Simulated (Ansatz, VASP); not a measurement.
## Sb: VASP beside Ansatz

The input INCAR:

```
SYSTEM = Sb
PREC = Accurate
ENCUT = 520
EDIFF = 1E-6
ISMEAR = -1
SIGMA = 0.05
LREAL = .False.
LASPH = .True.
NELM = 80
ALGO = Normal
ISIF = 2
LWAVE = .False.
LCHARG = .True.
LELF = .True.
LVHAR = .True.
NBANDS = 12
```

Contents of KPOINTS:

```
regular mesh
0
Gamma
  9 9 5
  0 0 0
```

The input POSCAR:

```
Sb
1.0
    3.3767485125      0.0000000000      0.0000000000
   -1.6883742563      2.9243499940      0.0000000000
    0.0000000000      0.0000000000      5.5063879352
Sb
2
Direct
    0.6666666667      0.3333333333      0.7500000000
    0.3333333333      0.6666666667      0.2500000000
```

The input input.yaml:

```yaml
crystal:
  lattice:
    - [3.3767485125, 0.0, 0.0]
    - [-1.6883742563, 2.924349994, 0.0]
    - [0.0, 0.0, 5.5063879352]
  atoms:
    - { symbol: Sb, position: [0.6666666667, 0.3333333333, 0.75] }
    - { symbol: Sb, position: [0.3333333333, 0.6666666667, 0.25] }
hamiltonian:
  xc: lda
  pseudopotentials: { kind: paw }
kpoints:
  mp_grid: { grid: [9, 9, 5] }
scf:
  occupations: { method: fermi_dirac, width: 0.05 }
output:
  forces: true
  stress: true
  eigenvalues: true
  write_density: true
  write_potential: true
  elf: true
  volumetric_format: npy
```

Alike in both runs: task single point; functional LDA; k mesh 9 × 9 × 5; occupations fermi-dirac, width 0.05 eV; no spin polarisation.

```csv
,VASP,Ansatz
version,VASP 6.6.1,Ansatz 0.2.0
potentials or method,"VASP PAW LDA potentials, release 64 (Sb)",Ansatz PAW
plane-wave cutoff (eV),520,420
valence electrons in the cell,10,30
```

```csv
,VASP,Ansatz,Ansatz less VASP
gap on the k mesh at the Fermi level (eV),none,none,-
pressure (GPa),-3.8,-3.8,-0.04
"traceless stress, the component that is largest in VASP (GPa)",-0.26,-0.27,-0.006
```

LDA's correlation is that of Perdew and Zunger in VASP and of Perdew and Wang (1992) in Ansatz. A gap of «none» marks a metal or a gap that the smearing closes. VASP's potentials hold 10 valence electrons a cell and Ansatz's 30, so a difference there can come from the potentials and not from the codes.

Neither program's run includes spin-orbit coupling.
